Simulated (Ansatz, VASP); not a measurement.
TaN: VASP beside Ansatz

Contents of INCAR:

```
PREC = Accurate ; ENCUT = 520
EDIFF = 1E-6 ; ISMEAR = 0
SIGMA = 0.1 ; LREAL = False
LASPH = True ; NELM = 150
ALGO = Normal ; ISIF = 2
LWAVE = False ; LCHARG = False
ISPIN = 2 ; MAGMOM = 1 1 1 0 0 0
LORBIT = 11 ; LMAXMIX = 4
GGA = PS ; NBANDS = 37
```

File KPOINTS:

```
Automatic mesh
0
Gamma
  6 6 6
```

POSCAR

```
TaN
1.0
    5.1849992558      0.0000000000      0.0000000000
   -2.5924996279      4.4903410741      0.0000000000
    0.0000000000      0.0000000000      2.9080000000
Ta N
3 3
Direct
    0.0000000000      0.0000000000      0.0000000000
    0.3333333333      0.6666666667      0.5000000000
    0.6666666667      0.3333333333      0.5000000000
    0.5000000000      0.0000000000      0.0000000000
    0.5000000000      0.5000000000      0.0000000000
    0.0000000000      0.5000000000      0.0000000000
```

Input for Ansatz:

```yaml
crystal:
  lattice:
    - [5.1849992558, 0.0, 0.0]
    - [-2.5924996279, 4.4903410741, 0.0]
    - [0.0, 0.0, 2.908]
  atoms:
    - { symbol: Ta, position: [0.0, 0.0, 0.0], spin: 1.0 }
    - { symbol: Ta, position: [0.3333333333, 0.6666666667, 0.5], spin: 1.0 }
    - { symbol: Ta, position: [0.6666666667, 0.3333333333, 0.5], spin: 1.0 }
    - { symbol: "N", position: [0.5, 0.0, 0.0] }
    - { symbol: "N", position: [0.5, 0.5, 0.0] }
    - { symbol: "N", position: [0.0, 0.5, 0.0] }
basis:
  ecutwfc: 420
kpoints:
  mp_grid: { grid: [6, 6, 6] }
hamiltonian:
  xc: pbesol
scf:
  occupations: { method: gaussian, width: 0.1 }
  lower_state_search: "off"
output:
  forces: true
  stress: true
  eigenvalues: true
  populations: true
magnetization:
  spin_polarized: true
```

Alike in both runs: task single point; functional PBEsol; k mesh 6 × 6 × 6; occupations gaussian, width 0.1 eV; collinear spin.

|  | VASP | Ansatz |
| --- | --- | --- |
| version | VASP 6.6.1 | Ansatz 0.2.0 |
| potentials or method | VASP PAW PBE potentials, release 64 (Ta_pv, N), cutoff 520 eV | scalar-relativistic, plane waves, PAW |
| valence electrons in the cell | 48 | 54 |

|  | VASP | Ansatz | Ansatz less VASP |
| --- | --- | --- | --- |
| gap on the k mesh at the Fermi level (eV) | none | none | - |
| pressure (GPa) | 2.9 | 2.0 | -0.94 |
| traceless stress, the component that is largest in VASP (GPa) | -1.62 | -1.85 | -0.227 |
| net moment per atom (μB) | 0.00 | 0.00 | 0.000 |

VASP's potentials were made for PBE, not for PBEsol. A gap of «none» marks a metal or a gap that the smearing closes. The functional is the same, so the differences come from potentials, cutoffs and numerics. VASP's potentials hold 48 valence electrons a cell and Ansatz's 54, so a difference there can come from the potentials and not from the codes. Ansatz's warnings: seeded moment not kept.

The k mesh is coarse, so the values compare programs but aren't converged. Spin-orbit coupling is off throughout.
